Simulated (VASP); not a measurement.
# HgTe (F-43m) in VASP: a series of runs

HgTe is run at these levels: PBEsol; tasks: single point.

All numbers are computed with VASP 6.6.1; they aren't measurements. Logs are shortened: lines on timing, memory, paths and dates and some standing lists are left out, and cuts for length are marked.

### 1 The cell of the first run

Symmetry: F-43m, No. 216, cubic system. The conventional cell has a = 6.467 Å, b = 6.467 Å, c = 6.467 Å, α = 90.00°, β = 90.00°, γ = 90.00°. Within 3.7 Å of Hg (site symmetry -43m) lie 4 Te at 2.80 Å. Within 3.7 Å of Te (site symmetry -43m) lie 4 Hg at 2.80 Å.

### 2 Single point, PBEsol (33.80 Å³/atom)

The input, INCAR:

```
PREC = Accurate
ENCUT = 520
EDIFF = 1E-6
ISMEAR = -1
SIGMA = 0.15
LREAL = False
LASPH = True
NELM = 100
ALGO = Normal
ISIF = 2
LWAVE = False
LCHARG = False
GGA = PS
NBANDS = 16
```

The input, KPOINTS:

```
regular mesh
0
Gamma
  12 12 12
```

The input, POSCAR:

```
HgTe
1.0
    0.0000000000      3.2333791875      3.2333791875
    3.2333791875      0.0000000000      3.2333791875
    3.2333791875      3.2333791875      0.0000000000
Hg Te
1 1
Direct
    0.0000000000      0.0000000000      0.0000000000
    0.7500000000      0.7500000000      0.7500000000
```

Potentials or basis: VASP PAW PBE potentials, release 64 (Hg, Te).

Started as:

```
$ cat potpaw_PBE.64/Hg/POTCAR potpaw_PBE.64/Te/POTCAR > POTCAR
$ mpirun -np 1 vasp_std > vasp.out
```

OUTCAR:

```text
PREC = Accurate
   ENCUT = 520
   EDIFF = 1E-6
   ISMEAR = -1
   LREAL = False
   LASPH = True
   NELM = 100
   ISIF = 2
   GGA = PS

 ion  position               nearest neighbor table
   1  0.000  0.000  0.000-   2 2.80   2 2.80   2 2.80   2 2.80
   2  0.750  0.750  0.750-   1 2.80   1 2.80   1 2.80   1 2.80

  LATTYP: Found a face centered cubic cell.
 ALAT       =     6.4667583750

  Lattice vectors:

 A1 = (   0.0000000000,   3.2333791875,   3.2333791875)
 A2 = (   3.2333791875,   0.0000000000,   3.2333791875)
 A3 = (   3.2333791875,   3.2333791875,   0.0000000000)

Analysis of symmetry for initial positions (statically):
=====================================================================
 Subroutine PRICEL returns:
 Original cell was already a primitive cell.

 Routine SETGRP: Setting up the symmetry group for a
 face centered cubic supercell.

 Subroutine GETGRP returns: Found 24 space group operations
 (whereof 24 operations were pure point group operations)
 out of a pool of 48 trial point group operations.

The static configuration has the point symmetry T_d .

Analysis of symmetry for dynamics (positions and initial velocities):
=====================================================================
 Subroutine PRICEL returns:
 Original cell was already a primitive cell.

 Routine SETGRP: Setting up the symmetry group for a
 face centered cubic supercell.

 Subroutine GETGRP returns: Found 24 space group operations
 (whereof 24 operations were pure point group operations)
 out of a pool of 48 trial point group operations.

The dynamic configuration has the point symmetry T_d .

 Subroutine INISYM returns: Found 24 space group operations
 (whereof 24 operations are pure point group operations),
 and found     1 'primitive' translations

----------------------------------------------------------------------------------------

                                     Primitive cell

  volume of cell :      67.6083

  direct lattice vectors                    reciprocal lattice vectors
     0.000000000  3.233379188  3.233379188    -0.154636982  0.154636982  0.154636982
     3.233379188  0.000000000  3.233379188     0.154636982 -0.154636982  0.154636982
     3.233379188  3.233379188  0.000000000     0.154636982  0.154636982 -0.154636982

  length of vectors
     4.572688699  4.572688699  4.572688699     0.267839110  0.267839110  0.267839110

[... 79 lines left out ...]
   NELM   =    100;   NELMIN=  2; NELMDL= -5     # of ELM steps
   EDIFF  = 0.1E-05   stopping-criterion for ELM
   LREAL  =      F    real-space projection
   EDIFFG = 0.1E-04   stopping-criterion for IOM
   NSW    =      0    number of steps for IOM
   IBRION =     -1    ionic relax: 0-MD 1-quasi-New 2-CG
   NFREE  =      0    steps in history (QN), initial steepest desc. (CG)
   ISIF   =      2    stress and relaxation
   ISYM   =      2    0-nonsym 1-usesym 2-fastsym
   POTIM  = 0.5000    time-step for ionic-motion
   TEBEG  =    0.0;   TEEND  =   0.0 temperature during run
   PSTRESS=    0.0 pullay stress
   NELECT =      18.0000    total number of electrons
   NUPDOWN=      -1.0000    fix difference up-down
   EMIN   =  10.00;   EMAX   =-10.00  energy-range for DOS
   EFERMI =   0.00;   METHOD = LEGACY
   ISMEAR =    -1;   SIGMA  =   0.15  broadening in eV -4-tet -1-fermi 0-gaus
   EFERMI_NEDOS =   21; number of points for ismear=-14 and -15
   IALGO  =     38    algorithm
   IMIX   =      4    mixing-type and parameters
     AMIX     =   0.40;   BMIX     =  1.00
     AMIX_MAG =   1.60;   BMIX_MAG =  1.00
  volume/ion in A,a.u.               =      33.80       228.12
  Fermi-wavevector in a.u.,A,eV,Ry     =   1.053171  1.990205 15.091172  1.109170
  Thomas-Fermi vector in A             =   2.188283
   LORBIT       =      0    0 simple, 1 ext, 2 COOP (PROOUT), +10 PAW based schemes
   GGA     = PS    functional components
   LHFCALC =     F    Hartree Fock is set to
   AEXX    =    0.0000 exact exchange contribution
   IVDW    =     0    specifies the selected vdW correction
   LEPSILON=     F    determine dielectric tensor
   LRPA    =     F    only Hartree local field effects (RPA)
 non-spin polarized calculation
  energy-cutoff  :      520.00
  volume of cell :       67.61
 maximum number of plane-waves:      1853
 NGX is ok and might be reduce to    36
   NGX = 17   NGY = 17   NGZ = 17

 number of electron      18.0000001 magnetization

 Free energy of the ion-electron system (eV)
  ---------------------------------------------------
  ext. energy  EPLUGINS =         0.00000000
  ---------------------------------------------------
  free energy    TOTEN  =        -4.37459234 eV

  energy without entropy =       -4.36710383  energy(sigma->0) =       -4.37084808

 E-fermi :   3.1904     XC(G=0):  -8.9323

 val. band max:        2.9373146624   @ k =   0.0000   0.0000   0.0000
 cond. band min:       3.3477245728   @ k =   0.0833   0.0000   0.0000
 fundamental gap:      0.4104099104
 Fermi energy:         3.1903770660

 k-point     1 :       0.0000    0.0000    0.0000
  band No.  band energies     occupation
      1      -9.0777      2.00000
      2      -4.3996      2.00000
      3      -4.3996      2.00000
      4      -4.3996      2.00000
      5      -3.8650      2.00000
      6      -3.8650      2.00000
[... 433 lines left out ...]
      3      -4.2289      2.00000
      4      -3.8835      2.00000
      5      -3.8542      2.00000
      6      -3.5499      2.00000
[... 8 lines left out ...]
     15      12.2281      0.00000
     16      12.4120      0.00000

 [... further k-points ...]

------------------------ aborting loop because EDIFF is reached ----------------------------------------

  FORCE on cell =-STRESS in cart. coord.  units (eV):
  Direction    XX          YY          ZZ          XY          YZ          ZX
  --------------------------------------------------------------------------------------
  -------------------------------------------------------------------------------------
  Total        0.4254322      0.4254322      0.4254322      0.0000000      0.0000000      0.0000000
  in kB       10.0818677     10.0818677     10.0818677      0.0000000      0.0000000      0.0000000
  external PRESSURE =      10.0818677 kB  Pullay stress =       0.0000000 kB

 VOLUME and BASIS-vectors are now :
 -----------------------------------------------------------------------------
  energy-cutoff  :      520.00
  volume of cell :       67.61
      direct lattice vectors                 reciprocal lattice vectors
     0.000000000  3.233379188  3.233379188    -0.154636982  0.154636982  0.154636982
     3.233379188  0.000000000  3.233379188     0.154636982 -0.154636982  0.154636982
     3.233379188  3.233379188  0.000000000     0.154636982  0.154636982 -0.154636982

 POSITION                                       TOTAL-FORCE (eV/Angst)
 -----------------------------------------------------------------------------------
      0.00000      0.00000      0.00000        -0.000000     -0.000000     -0.000000
      4.85007      4.85007      4.85007         0.000000      0.000000      0.000000
 -----------------------------------------------------------------------------------
    total drift:                                0.000000      0.000000      0.000000

  FREE ENERGIE OF THE ION-ELECTRON SYSTEM (eV)
  ---------------------------------------------------
  free  energy   TOTEN  =        -4.3745923432 eV

  energy  without entropy=       -4.3671038258  energy(sigma->0) =       -4.37084808
```

stdout:

```text
POSCAR found type information on POSCAR HgTe
 POSCAR found :  2 types and       2 ions
 scaLAPACK will be used
 -----------------------------------------------------------------------------
|                                                                             |
|                                                                             |
|     You enforced a specific xc type in the INCAR file but a different       |
|     I HOPE YOU KNOW WHAT YOU ARE DOING!                                     |
|                                                                             |
 -----------------------------------------------------------------------------

 LDA part: xc-table for (Slater+PW92), standard interpolation
 POSCAR, INCAR and KPOINTS ok, starting setup
 FFT: planning ... GRIDC
 FFT: planning ... GRID_SOFT
 FFT: planning ... GRID
 WAVECAR not read
 entering main loop
```

Wall time 81 s (1 thread of Intel Xeon Platinum 8375C at 2.90GHz (Ice Lake), shared host); peak memory 0.25 GiB.

Results:

* Free energy: -4.3746 eV
* Pressure: 1.0 GPa
* Band gap on the k mesh: zero (filled and empty bands touch)

Levels at points of the mesh, in eV from the Fermi level:
| k point | band 5 | band 6 | band 7 | band 8 | band 9 | band 10 | band 11 | band 12 | band 13 | band 14 |
| --- | --- | --- | --- | --- | --- | --- | --- | --- | --- | --- |
| (0.00, 0.00, 0.00) | -7.06 | -7.06 | -1.06 | -0.25 | -0.25 | -0.25 | 3.93 | 3.93 | 3.93 | 6.05 |
| (0.50, 0.00, 0.00) | -7.03 | -6.76 | -5.78 | -1.25 | -1.25 | 0.38 | 4.73 | 4.73 | 6.47 | 7.51 |
| (0.50, 0.50, 0.00) | -6.99 | -6.61 | -5.71 | -2.54 | -2.54 | 1.59 | 2.13 | 7.84 | 8.56 | 8.56 |

Caveat: semilocal functionals underestimate gaps, and a narrow one can read as zero; the PAW data sets were made with another functional, which shifts forces and pressure a little; spin-orbit coupling is left out, which moves the levels of the heavy elements.

### 3 Single point, PBEsol (35.18 Å³/atom)

This run uses another cell than the first one, of 35.18 Å³/atom.

The input, INCAR:

```
SYSTEM = HgTe
PREC = Accurate
ENCUT = 520
EDIFF = 1E-6
ISMEAR = -1
SIGMA = 0.15
LREAL = .FALSE.
LASPH = .TRUE.
NELM = 60
ALGO = Normal
ISIF = 2
LWAVE = .FALSE.
LCHARG = .FALSE.
GGA = PS
NBANDS = 16
```

The input, KPOINTS:

```
regular mesh
0
G
  12 12 12
  0 0 0
```

The input, POSCAR:

```
HgTe
1.0
    0.0000000000      3.2767854299      3.2767854299
    3.2767854299      0.0000000000      3.2767854299
    3.2767854299      3.2767854299      0.0000000000
Hg Te
1 1
Direct
    0.0000000000      0.0000000000      0.0000000000
    0.7500000000      0.7500000000      0.7500000000
```

Potentials or basis: VASP PAW PBE potentials, release 64 (Hg, Te).

Started as:

```
$ cat potpaw_PBE.64/Hg/POTCAR potpaw_PBE.64/Te/POTCAR > POTCAR
$ mpirun -np 1 vasp_std > vasp.out
```

Wall time 86 s (1 thread of Intel Xeon Platinum 8375C at 2.90GHz (Ice Lake), shared host); peak memory 0.26 GiB.

The run converged. Its results:

| Quantity | Value |
| --- | --- |
| Free energy | -4.3774 eV |
| Pressure | -0.7 GPa |
| Band gap on the k mesh | zero (filled and empty bands touch) |

Levels at points of the mesh, in eV from the Fermi level:
```
           k point  band 5  band 6  band 7  band 8  band 9  band 10  band 11  band 12  band 13  band 14
(0.00, 0.00, 0.00)   -6.87   -6.87   -1.15   -0.25   -0.25    -0.25     4.00     4.00     4.00     6.07
(0.50, 0.00, 0.00)   -6.85   -6.60   -5.52   -1.17   -1.17     0.39     4.77     4.77     6.47     7.43
(0.50, 0.50, 0.00)   -6.82   -6.47   -5.50   -2.37   -2.37     1.61     2.24     7.70     8.40     8.40
```

Caveat: semilocal functionals underestimate gaps, and a narrow one can read as zero; the PAW data sets were made with another functional, which shifts forces and pressure a little; spin-orbit coupling is left out, which moves the levels of the heavy elements.

The gap in the log of VASP goes by the Fermi energy; the results here count the filled bands.